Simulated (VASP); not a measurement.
# ZrC2 (Pmmn) in VASP: single point with PBE

Aim: the single point of ZrC2 with PBE.

Program: VASP 6.6.1. These are calculated values, not measurements. Logs are shortened: lines on timing, memory, paths and dates and some standing lists are left out, and cuts for length are marked.

### 1 The cell of the first run

The structure is orthorhombic, space group Pmmn (No. 59). The conventional cell has a = 4.589 Å, b = 4.666 Å, c = 3.465 Å, α = 90.00°, β = 90.00°, γ = 90.00°. Zr (site symmetry mm2) has 8 C at 2.22 to 2.59 Å within 2.9 Å. Within 1.8 Å of C (site symmetry m) lie 1 C at 1.35 Å.

The cell was built from a structure type or drawn by symmetry, and may not be a known phase.

### 2 Single point, PBE

The input, INCAR:

```
SYSTEM = ZrC2
PREC = Accurate
ENCUT = 520
EDIFF = 1E-6
ISMEAR = 0
SIGMA = 0.1
LREAL = .FALSE.
LASPH = .TRUE.
NELM = 60
ALGO = Normal
ISIF = 2
LWAVE = .FALSE.
LCHARG = .TRUE.
GGA = PE
LELF = .TRUE.
LVHAR = .TRUE.
NBANDS = 29
```

The input, KPOINTS:

```
Automatic mesh
0
G
  8 8 12
  0 0 0
```

The input, POSCAR:

```
ZrC2
1.0
    4.5892707783      0.0000000000      0.0000000000
    0.0000000000      4.6656734428      0.0000000000
    0.0000000000      0.0000000000      3.4653428669
Zr C
2 4
Direct
    0.0000000000      0.0000000000      0.8335767366
    0.5000000000      0.5000000000      0.1664232634
    0.5000000000      0.1443488646      0.7410073347
    0.5000000000      0.8556511354      0.7410073347
    0.0000000000      0.6443488646      0.2589926653
    0.0000000000      0.3556511354      0.2589926653
```

Potentials or basis: VASP PAW PBE potentials, release 64 (Zr_sv, C).

Launch:

```sh
$ cat potpaw_PBE.64/Zr_sv/POTCAR potpaw_PBE.64/C/POTCAR > POTCAR
$ mpirun -np 1 vasp_std > vasp.out
```

OUTCAR:

```text
SYSTEM = ZrC2
   PREC = Accurate
   ENCUT = 520
   EDIFF = 1E-6
   ISMEAR = 0
   LREAL = .FALSE.
   LASPH = .TRUE.
   NELM = 60
   ISIF = 2
   GGA = PE

 ion  position               nearest neighbor table
   1  0.000  0.000  0.834-   5 2.22   6 2.22   3 2.41   4 2.41   3 2.41   4 2.41   5 2.59   6 2.59
                             2 3.47   2 3.47   2 3.47   2 3.47
   2  0.500  0.500  0.166-   3 2.22   4 2.22   5 2.41   6 2.41   5 2.41   6 2.41   3 2.59   4 2.59
                             1 3.47   1 3.47   1 3.47   1 3.47
   3  0.500  0.144  0.741-   4 1.35   2 2.22   1 2.41   1 2.41   2 2.59
   4  0.500  0.856  0.741-   3 1.35   2 2.22   1 2.41   1 2.41   2 2.59
   5  0.000  0.644  0.259-   6 1.35   1 2.22   2 2.41   2 2.41   1 2.59
   6  0.000  0.356  0.259-   5 1.35   1 2.22   2 2.41   2 2.41   1 2.59

  LATTYP: Found a simple orthorhombic cell.
 ALAT       =     3.4653428669
 B/A-ratio  =     1.3243338263
 C/A-ratio  =     1.3463814757

  Lattice vectors:

 A1 = (   0.0000000000,   0.0000000000,   3.4653428669)
 A2 = (   4.5892707783,   0.0000000000,   0.0000000000)
 A3 = (   0.0000000000,   4.6656734428,   0.0000000000)

Analysis of symmetry for initial positions (statically):
=====================================================================
 Subroutine PRICEL returns:
 Original cell was already a primitive cell.

 Routine SETGRP: Setting up the symmetry group for a
 simple orthorhombic supercell.

 Subroutine GETGRP returns: Found  8 space group operations
 (whereof  4 operations were pure point group operations)
 out of a pool of  8 trial point group operations.

The static configuration has the point symmetry C_2v.
 The point group associated with its full space group is D_2h.

Analysis of symmetry for dynamics (positions and initial velocities):
=====================================================================
 Subroutine PRICEL returns:
 Original cell was already a primitive cell.

 Routine SETGRP: Setting up the symmetry group for a
 simple orthorhombic supercell.

 Subroutine GETGRP returns: Found  8 space group operations
 (whereof  4 operations were pure point group operations)
 out of a pool of  8 trial point group operations.

The dynamic configuration has the point symmetry C_2v.
 The point group associated with its full space group is D_2h.

 Subroutine INISYM returns: Found  8 space group operations
 (whereof  4 operations are pure point group operations),
 and found     1 'primitive' translations

----------------------------------------------------------------------------------------

                                     Primitive cell

  volume of cell :      74.2001

  direct lattice vectors                    reciprocal lattice vectors
     4.589270778  0.000000000  0.000000000     0.217899542  0.000000000  0.000000000
     0.000000000  4.665673443  0.000000000     0.000000000  0.214331331  0.000000000
     0.000000000  0.000000000  3.465342867     0.000000000  0.000000000  0.288571734

  length of vectors
     4.589270778  4.665673443  3.465342867     0.217899542  0.214331331  0.288571734

  position of ions in fractional coordinates (direct lattice)
     0.000000000  0.000000000  0.833576737
     0.500000000  0.500000000  0.166423263
     0.500000000  0.144348865  0.741007335
     0.500000000  0.855651135  0.741007335
     0.000000000  0.644348865  0.258992665
     0.000000000  0.355651135  0.258992665

  ion indices of the primitive-cell ions
   primitive index   ion index
                 1           1
                 2           2
                 3           3
                 4           4
                 5           5
                 6           6

----------------------------------------------------------------------------------------

 KPOINTS: Automatic mesh

Automatic generation of k-mesh.
 Grid dimensions read from file:
 generate k-points for:    8    8   12

 Generating k-lattice:

  Cartesian coordinates                     Fractional coordinates (reciprocal lattice)
     0.027237443  0.000000000  0.000000000     0.125000000  0.000000000  0.000000000
     0.000000000  0.026791416  0.000000000     0.000000000  0.125000000  0.000000000
     0.000000000  0.000000000  0.024047644     0.000000000  0.000000000  0.083333333

  Length of vectors
     0.027237443  0.026791416  0.024047644

  Shift w.r.t. Gamma in fractional coordinates (k-lattice)
     0.000000000  0.000000000  0.000000000

 Subroutine IBZKPT returns following result:
 ===========================================

 Found    175 irreducible k-points:

 Following reciprocal coordinates:
            Coordinates               Weight
  0.000000  0.000000  0.000000      1.000000
  0.125000  0.000000  0.000000      2.000000
  0.250000  0.000000  0.000000      2.000000
  0.375000  0.000000  0.000000      2.000000
  0.500000  0.000000  0.000000      1.000000
  0.000000  0.125000  0.000000      2.000000
[... 16 lines left out ...]
  0.250000  0.500000  0.000000      2.000000
  0.375000  0.500000  0.000000      2.000000
 [... further k-points ...]
   k-points           NKPTS =    175   k-points in BZ     NKDIM =    175   number of bands    NBANDS=     29
   number of dos      NEDOS =    301   number of ions     NIONS =      6
   total plane-waves  NPLWV =  36288
   dimension x,y,z NGX =    36 NGY =   36 NGZ =   28
   dimension x,y,z NGXF=    72 NGYF=   72 NGZF=   56
   ions per type =               2   4
   NGX,Y,Z   is equivalent  to a cutoff of  13.04, 12.83, 13.43 a.u.
   NGXF,Y,Z  is equivalent  to a cutoff of  26.08, 25.65, 26.87 a.u.
 SYSTEM =  ZrC2
   PREC   = accura    normal or accurate (medium, high low for compatibility)
   ISTART =      0    job   : 0-new  1-cont  2-samecut
   ICHARG =      2    charge: 1-file 2-atom 10-const
   ISPIN  =      1    spin polarized calculation?
   LNONCOLLINEAR =      F non collinear calculations
   LSORBIT =      F    spin-orbit coupling
   LASPH  =      T    aspherical Exc in radial PAW
   ENCUT  =  520.0 eV  38.22 Ry    6.18 a.u.   8.53  8.68  6.44*2*pi/ulx,y,z
   NELM   =     60;   NELMIN=  2; NELMDL= -5     # of ELM steps
   EDIFF  = 0.1E-05   stopping-criterion for ELM
   LREAL  =      F    real-space projection
   EDIFFG = 0.1E-04   stopping-criterion for IOM
   NSW    =      0    number of steps for IOM
   IBRION =     -1    ionic relax: 0-MD 1-quasi-New 2-CG
   NFREE  =      0    steps in history (QN), initial steepest desc. (CG)
   ISIF   =      2    stress and relaxation
   ISYM   =      2    0-nonsym 1-usesym 2-fastsym
   POTIM  = 0.5000    time-step for ionic-motion
   TEBEG  =    0.0;   TEEND  =   0.0 temperature during run
   PSTRESS=    0.0 pullay stress
   NELECT =      40.0000    total number of electrons
   NUPDOWN=      -1.0000    fix difference up-down
   EMIN   =  10.00;   EMAX   =-10.00  energy-range for DOS
   EFERMI =   0.00;   METHOD = LEGACY
   ISMEAR =     0;   SIGMA  =   0.10  broadening in eV -4-tet -1-fermi 0-gaus
   EFERMI_NEDOS =   21; number of points for ismear=-14 and -15
   IALGO  =     38    algorithm
   IMIX   =      4    mixing-type and parameters
     AMIX     =   0.40;   BMIX     =  1.00
     AMIX_MAG =   1.60;   BMIX_MAG =  1.00
  volume/ion in A,a.u.               =      12.37        83.45
  Fermi-wavevector in a.u.,A,eV,Ry     =   1.332376  2.517825 24.153408  1.775225
  Thomas-Fermi vector in A             =   2.461315
   LORBIT       =      0    0 simple, 1 ext, 2 COOP (PROOUT), +10 PAW based schemes
   GGA     = PE    functional components
   LHFCALC =     F    Hartree Fock is set to
   AEXX    =    0.0000 exact exchange contribution
   IVDW    =     0    specifies the selected vdW correction
   LEPSILON=     F    determine dielectric tensor
   LRPA    =     F    only Hartree local field effects (RPA)
 non-spin polarized calculation
 Gauss-broadening in eV      SIGMA  =   0.10
  energy-cutoff  :      520.00
  volume of cell :       74.20
 maximum number of plane-waves:      2028
 NGX is ok and might be reduce to    36
   NGX = 17   NGY = 17   NGZ = 13

 number of electron      40.0000001 magnetization

 Free energy of the ion-electron system (eV)
  ---------------------------------------------------
  ext. energy  EPLUGINS =         0.00000000
  ---------------------------------------------------
  free energy    TOTEN  =       -53.70789732 eV

  energy without entropy =      -53.69604954  energy(sigma->0) =      -53.70197343

 E-fermi :   8.3141     XC(G=0): -11.3943

 val. band max:        8.3095732023   @ k =   0.0000   0.5000   0.3333
 cond. band min:       8.3150218344   @ k =   0.2500   0.3750   0.2500
 fundamental gap:      0.0054486321
 Fermi energy:         8.3140795950

 k-point     1 :       0.0000    0.0000    0.0000
  band No.  band energies     occupation
      1     -40.8156      2.00000
      2     -40.7684      2.00000
      3     -19.0770      2.00000
      4     -18.9748      2.00000
      5     -18.8401      2.00000
      6     -18.8169      2.00000
[... 21 lines left out ...]
     28      13.9560      0.00000
     29      14.5081      0.00000

 k-point     2 :       0.1250    0.0000    0.0000
  band No.  band energies     occupation
      1     -40.8137      2.00000
      2     -40.7701      2.00000
      3     -19.0777      2.00000
      4     -18.9636      2.00000
      5     -18.8593      2.00000
      6     -18.8147      2.00000
[... 21 lines left out ...]
     28      13.8173      0.00000
     29      14.0771      0.00000

 k-point     3 :       0.2500    0.0000    0.0000
  band No.  band energies     occupation
      1     -40.8084      2.00000
      2     -40.7750      2.00000
      3     -19.0753      2.00000
      4     -18.9315      2.00000
      5     -18.9085      2.00000
      6     -18.8096      2.00000
[... 638 lines left out ...]
      5     -18.8233      2.00000
      6     -18.8233      2.00000
[... 21 lines left out ...]
     28      11.9542      0.00000
     29      13.8737      0.00000

 k-point    24 :       0.3750    0.5000    0.0000
  band No.  band energies     occupation
      1     -40.7912      2.00000
      2     -40.7912      2.00000
      3     -19.1232      2.00000
      4     -19.1232      2.00000
      5     -18.8152      2.00000
      6     -18.8152      2.00000
[... 21 lines left out ...]
     28      12.1837      0.00000
     29      13.4003      0.00000

 [... further k-points ...]

------------------------ aborting loop because EDIFF is reached ----------------------------------------

  FORCE on cell =-STRESS in cart. coord.  units (eV):
  Direction    XX          YY          ZZ          XY          YZ          ZX
  --------------------------------------------------------------------------------------
  -------------------------------------------------------------------------------------
  Total        0.1315454      0.2514839      0.0258383      0.0000000      0.0000000      0.0000000
  in kB        2.8404174      5.4302084      0.5579185      0.0000000      0.0000000      0.0000000
  external PRESSURE =       2.9428481 kB  Pullay stress =       0.0000000 kB

 VOLUME and BASIS-vectors are now :
 -----------------------------------------------------------------------------
  energy-cutoff  :      520.00
  volume of cell :       74.20
      direct lattice vectors                 reciprocal lattice vectors
     4.589270778  0.000000000  0.000000000     0.217899542  0.000000000  0.000000000
     0.000000000  4.665673443  0.000000000     0.000000000  0.214331331  0.000000000
     0.000000000  0.000000000  3.465342867     0.000000000  0.000000000  0.288571734

 POSITION                                       TOTAL-FORCE (eV/Angst)
 -----------------------------------------------------------------------------------
      0.00000      0.00000      2.88863         0.000000      0.000000     -0.002007
      2.29464      2.33284      0.57671         0.000000      0.000000      0.002007
      2.29464      0.67348      2.56784        -0.000000      0.082499     -0.002898
      2.29464      3.99219      2.56784        -0.000000     -0.082499     -0.002898
      0.00000      3.00632      0.89750         0.000000      0.082499      0.002898
      0.00000      1.65935      0.89750         0.000000     -0.082499      0.002898
 -----------------------------------------------------------------------------------
    total drift:                                0.000000      0.000000      0.000000

  FREE ENERGIE OF THE ION-ELECTRON SYSTEM (eV)
  ---------------------------------------------------
  free  energy   TOTEN  =       -53.7078973161 eV

  energy  without entropy=      -53.6960495382  energy(sigma->0) =      -53.70197343
```

It took 6.8 min on 1 thread of Intel Xeon 8259CL, shared host; peak memory 0.4 GiB.

Results:

```
Free energy            : -53.7079 eV
Pressure               : 0.3 GPa
Largest force          : 0.083 eV/Å
Band gap on the k mesh : zero (bands 20 and 21 overlap by 1.47 eV)
```

Forces in eV/Å, atoms in the order of the input:
```
Zr   0.000  0.000 -0.002
Zr   0.000  0.000  0.002
C    0.000  0.082 -0.003
C    0.000 -0.082 -0.003
C    0.000  0.082  0.003
C    0.000 -0.082  0.003
```
